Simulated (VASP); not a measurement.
# Pb (P6_3/mmc) in VASP: a series of runs, part 3 of 3

VASP 6.6.1. The steps go on from the part before.

## (6) Single point, RPBE (35.87 Å³/atom)

This run uses another cell than the first one, of 35.87 Å³/atom.

The input, INCAR:

```
PREC = Accurate
ENCUT = 520
EDIFF = 1E-7
ISMEAR = -1
SIGMA = 0.1
LREAL = False
LASPH = True
NELM = 80
ALGO = Normal
ISIF = 2
LWAVE = False
LCHARG = True
GGA = RP
LELF = True
LVHAR = True
NBANDS = 36
```

The input, KPOINTS:

```
regular mesh
0
Gamma
  11 11 3
```

The input, POSCAR:

```
Pb
1.0
    3.7152078885      0.0000000000      0.0000000000
   -1.8576039443      3.2174644118      0.0000000000
    0.0000000000      0.0000000000     12.0029287521
Pb
4
Direct
    1.0000000000      0.0000000000      1.0000000000
    0.0000000000      0.0000000000      0.5000000000
    0.3333333333      0.6666666667      0.2500000000
    0.6666666667      0.3333333333      0.7500000000
```

Potentials or basis: VASP PAW PBE potentials, release 64 (Pb_d).

The run is started by

```sh
> cat potpaw_PBE.64/Pb_d/POTCAR > POTCAR
> mpirun -np 1 vasp_std > vasp.out
```

Wall time 90 s (1 thread of AMD EPYC 9R45 (Zen 5), shared host); peak memory 0.27 GiB.

The run converged. Its results:

* Free energy: -12.6384 eV
* Pressure: -2.2 GPa
* Band gap on the k mesh: zero (bands 28 and 29 overlap by 5.80 eV)

Levels at points of the mesh, in eV from the Fermi level:
| k point | band 24 | band 25 | band 26 | band 27 | band 28 | band 29 | band 30 | band 31 | band 32 | band 33 |
| --- | --- | --- | --- | --- | --- | --- | --- | --- | --- | --- |
| (0.00, 0.00, 0.00) | -7.94 | -3.44 | 0.58 | 0.58 | 4.58 | 4.58 | 5.23 | 5.23 | 5.27 | 5.27 |

Caveat: the PAW data sets were made with another functional, which shifts forces and pressure a little; spin-orbit coupling is left out, which moves the levels of the heavy elements.

## (7) Single point, RPBE (37.20 Å³/atom)

This run uses another cell than the first one, of 37.20 Å³/atom.

The input, INCAR:

```
SYSTEM = Pb
PREC = Accurate
ENCUT = 520
EDIFF = 1E-6
ISMEAR = -1
SIGMA = 0.1
LREAL = .False.
LASPH = .True.
NELM = 100
ALGO = Normal
ISIF = 2
LWAVE = .False.
LCHARG = .False.
GGA = RP
NBANDS = 36
```

The input, KPOINTS:

```
Automatic mesh
0
Gamma
  11 11 3
  0 0 0
```

The input, POSCAR:

```
Pb
1.0
    3.7605197675      0.0000000000      0.0000000000
   -1.8802598838      3.2567056501      0.0000000000
    0.0000000000      0.0000000000     12.1493203596
Pb
4
Direct
    1.0000000000      0.0000000000      1.0000000000
    0.0000000000      0.0000000000      0.5000000000
    0.3333333333      0.6666666667      0.2500000000
    0.6666666667      0.3333333333      0.7500000000
```

Potentials or basis: VASP PAW PBE potentials, release 64 (Pb_d).

The run is started by

```sh
> cat potpaw_PBE.64/Pb_d/POTCAR > POTCAR
> mpirun -np 1 vasp_std > vasp.out
```

OUTCAR:

```text
SYSTEM = Pb
   PREC = Accurate
   ENCUT = 520
   EDIFF = 1E-6
   ISMEAR = -1
   LREAL = .False.
   LASPH = .True.
   NELM = 100
   ISIF = 2
   GGA = RP

 ion  position               nearest neighbor table
   1  0.000  0.000  0.000-   3 3.73   4 3.73   4 3.73   3 3.73   4 3.73   3 3.73
   2  0.000  0.000  0.500-   3 3.73   4 3.73   4 3.73   3 3.73   4 3.73   3 3.73
   3  0.333  0.667  0.250-   1 3.73   2 3.73   1 3.73   2 3.73   1 3.73   2 3.73
   4  0.667  0.333  0.750-   1 3.73   2 3.73   1 3.73   2 3.73   1 3.73   2 3.73

  LATTYP: Found a hexagonal cell.
 ALAT       =     3.7605197675
 C/A-ratio  =     3.2307556164

  Lattice vectors:

 A1 = (   3.7605197675,   0.0000000000,   0.0000000000)
 A2 = (  -1.8802598838,   3.2567056501,   0.0000000000)
 A3 = (   0.0000000000,   0.0000000000,  12.1493203596)

Analysis of symmetry for initial positions (statically):
=====================================================================
 Subroutine PRICEL returns:
 Original cell was already a primitive cell.

 Routine SETGRP: Setting up the symmetry group for a
 hexagonal supercell.

 Subroutine GETGRP returns: Found 24 space group operations
 (whereof 12 operations were pure point group operations)
[... 171 lines left out ...]

 val. band max:        5.3463594868   @ k =   0.1818   0.1818   0.3333
 cond. band min:       5.3869555561   @ k =   0.1818   0.0909   0.0000
 fundamental gap:      0.0405960693
 Fermi energy:         5.3721234355

 k-point     1 :       0.0000    0.0000    0.0000
  band No.  band energies     occupation
      1     -11.7296      2.00000
      2     -11.7273      2.00000
      3     -11.7273      2.00000
      4     -11.7269      2.00000
      5     -11.7248      2.00000
      6     -11.7231      2.00000
[... 925 lines left out ...]
     35       9.7460      0.00000
     36      10.4289      0.00000

 [... further k-points ...]

------------------------ aborting loop because EDIFF is reached ----------------------------------------

  FORCE on cell =-STRESS in cart. coord.  units (eV):
  Direction    XX          YY          ZZ          XY          YZ          ZX
  --------------------------------------------------------------------------------------
  -------------------------------------------------------------------------------------
  Total       -2.7770384     -2.7770384     -2.8029085      0.0000000      0.0000000      0.0000000
  in kB      -29.9029544    -29.9029544    -30.1815216      0.0000000      0.0000000      0.0000000
  external PRESSURE =     -29.9958101 kB  Pullay stress =       0.0000000 kB

 VOLUME and BASIS-vectors are now :
 -----------------------------------------------------------------------------
  energy-cutoff  :      520.00
  volume of cell :      148.79
      direct lattice vectors                 reciprocal lattice vectors
     3.760519767  0.000000000  0.000000000     0.265920687  0.153529380  0.000000000
    -1.880259884  3.256705650  0.000000000     0.000000000  0.307058760  0.000000000
     0.000000000  0.000000000 12.149320360     0.000000000  0.000000000  0.082309131

 POSITION                                       TOTAL-FORCE (eV/Angst)
 -----------------------------------------------------------------------------------
      0.00000      0.00000      0.00000         0.000000      0.000000      0.000000
      0.00000      0.00000      6.07466         0.000000      0.000000      0.000000
     -0.00000      2.17114      3.03733         0.000000      0.000000     -0.000000
      1.88026      1.08557      9.11199        -0.000000     -0.000000     -0.000000
 -----------------------------------------------------------------------------------
    total drift:                                0.000000     -0.000000      0.000000

  FREE ENERGIE OF THE ION-ELECTRON SYSTEM (eV)
  ---------------------------------------------------
  free  energy   TOTEN  =       -12.5534384702 eV

  energy  without entropy=      -12.4593439938  energy(sigma->0) =      -12.50639123
```

OSZICAR:

```text
N       E                     dE             d eps       ncg     rms          rms(c)
DAV:   1     0.666870674731E+03    0.66687E+03   -0.26973E+04  2304   0.177E+03
DAV:   2     0.508440242315E+02   -0.61603E+03   -0.60598E+03  2308   0.481E+02
DAV:   3    -0.972363569365E+01   -0.60568E+02   -0.59553E+02  2752   0.191E+02
DAV:   4    -0.124311258192E+02   -0.27075E+01   -0.27009E+01  2644   0.465E+01
DAV:   5    -0.125531572531E+02   -0.12203E+00   -0.12203E+00  2828   0.864E+00    0.773E-01
DAV:   6    -0.125496726751E+02    0.34846E-02   -0.73091E-02  3184   0.216E+00    0.465E-01
DAV:   7    -0.125526734875E+02   -0.30008E-02   -0.33822E-02  2652   0.174E+00    0.183E-01
DAV:   8    -0.125535550602E+02   -0.88157E-03   -0.55853E-03  2716   0.890E-01    0.533E-02
DAV:   9    -0.125534481767E+02    0.10688E-03   -0.38337E-04  2736   0.222E-01    0.211E-02
DAV:  10    -0.125534379082E+02    0.10268E-04   -0.54953E-05  2520   0.797E-02    0.373E-03
DAV:  11    -0.125534389471E+02   -0.10389E-05   -0.31873E-06  2052   0.292E-02    0.844E-04
DAV:  12    -0.125534384702E+02    0.47684E-06   -0.61497E-07  1172   0.650E-03
   1 F= -.12553438E+02 E0= -.12506391E+02  d E =-.940945E-01
```

stdout:

```text
POSCAR found type information on POSCAR Pb
 POSCAR found :  1 types and       4 ions
 scaLAPACK will be used
 -----------------------------------------------------------------------------
|                                                                             |
|                                                                             |
|     You enforced a specific xc type in the INCAR file but a different       |
|     I HOPE YOU KNOW WHAT YOU ARE DOING!                                     |
|                                                                             |
 -----------------------------------------------------------------------------

 LDA part: xc-table for (Slater+PW92), standard interpolation
 POSCAR, INCAR and KPOINTS ok, starting setup
 FFT: planning ... GRIDC
 FFT: planning ... GRID_SOFT
 FFT: planning ... GRID
 WAVECAR not read
 entering main loop
```

It took 79 s on 1 thread of AMD EPYC 9R45 (Zen 5), shared host; peak memory 0.27 GiB.

What came out:

| Item | Value |
| --- | --- |
| Free energy | -12.5534 eV |
| Pressure | -3.0 GPa |
| Band gap on the k mesh | zero (bands 28 and 29 overlap by 5.56 eV) |

Levels at points of the mesh, in eV from the Fermi level:
| k point | band 24 | band 25 | band 26 | band 27 | band 28 | band 29 | band 30 | band 31 | band 32 | band 33 |
| --- | --- | --- | --- | --- | --- | --- | --- | --- | --- | --- |
| (0.00, 0.00, 0.00) | -7.93 | -3.30 | 0.52 | 0.52 | 4.40 | 4.40 | 5.02 | 5.02 | 5.06 | 5.06 |

Caveat: the PAW data sets were made with another functional, which shifts forces and pressure a little; spin-orbit coupling is left out, which moves the levels of the heavy elements.

## (8) Summary

```csv
cell,gap on the mesh (eV),pressure (GPa)
"a = 3.470, b = 3.470, c = 11.211 Å, angles 90.0, 90.0, 120.0°, 4 atoms",none,5.9
"a = 3.522, b = 3.522, c = 11.378 Å, angles 90.0, 90.0, 120.0°, 4 atoms",none,3.4
"a = 3.572, b = 3.572, c = 11.541 Å, angles 90.0, 90.0, 120.0°, 4 atoms",none,1.5
"a = 3.621, b = 3.621, c = 11.699 Å, angles 90.0, 90.0, 120.0°, 4 atoms",none,-0.1
"a = 3.715, b = 3.715, c = 12.003 Å, angles 90.0, 90.0, 120.0°, 4 atoms",none,-2.2
"a = 3.761, b = 3.761, c = 12.149 Å, angles 90.0, 90.0, 120.0°, 4 atoms",none,-3.0
```

Alike in all rows: task single point; level RPBE; potentials or basis VASP PAW PBE potentials, release 64 (Pb_d); no spin polarisation; k mesh 11 × 11 × 3; cutoff (eV) 520; smearing fermi-dirac 0.1 eV.

Caveats: the PAW data sets were made with another functional, which shifts forces and pressure a little; spin-orbit coupling is left out, which moves the levels of the heavy elements; the cell stands under pressure (at least some runs).

Absolute energies hang on the potentials; compare differences alone.
